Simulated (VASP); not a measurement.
Input of a VASP 6.6.1 run:

File POSCAR:

```
Ag
1.0
    2.7044951820      0.0000000000      0.0000000000
   -1.3522475910      2.3421615320      0.0000000000
    0.0000000000      0.0000000000      8.8353636469
Ag
4
Direct
    0.0000000000      0.0000000000      0.0000000000
    0.0000000000      0.0000000000      0.5000000000
    0.3333333333      0.6666666667      0.2500000000
    0.6666666667      0.3333333333      0.7500000000
```

INCAR.step1

```
SYSTEM = Ag
PREC = Accurate
ENCUT = 520
ISMEAR = 0
SIGMA = 0.1
LREAL = .FALSE.
LASPH = .TRUE.
NELM = 100
NBANDS = 30
GGA = PE
ALGO = Normal
EDIFF = 1E-4
LWAVE = .TRUE.
LCHARG = .FALSE.
```

The input INCAR.step2:

```
SYSTEM = Ag
PREC = Accurate
ENCUT = 520
EDIFF = 1E-7
ISMEAR = 0
SIGMA = 0.1
LREAL = .FALSE.
LASPH = .TRUE.
NELM = 100
ALGO = Normal
ISIF = 2
LWAVE = .FALSE.
LCHARG = .FALSE.
METAGGA = R2SCAN
LMIXTAU = .TRUE.
NBANDS = 30
ISTART = 1
```

KPOINTS

```
regular mesh
0
G
  18 18 6
  0 0 0
```

Potentials or basis: VASP PAW PBE potentials, release 64 (Ag).

Run with:

```bash
$ cat potpaw_PBE.64/Ag/POTCAR > POTCAR
$ cp INCAR.step1 INCAR
$ mpirun -np 1 vasp_std > vasp.out
$ cp INCAR.step2 INCAR
$ mpirun -np 1 vasp_std > vasp.out
```

**Question.** Estimate the band gap on the k mesh.

**Answer.** Zero (bands 22 and 23 overlap by 7.71 eV).

**Question.** Predict the pressure.

**Answer.** 40.8 GPa.

Caveat: the cell stands under pressure; the PAW data sets were made with another functional, which shifts forces and pressure a little.
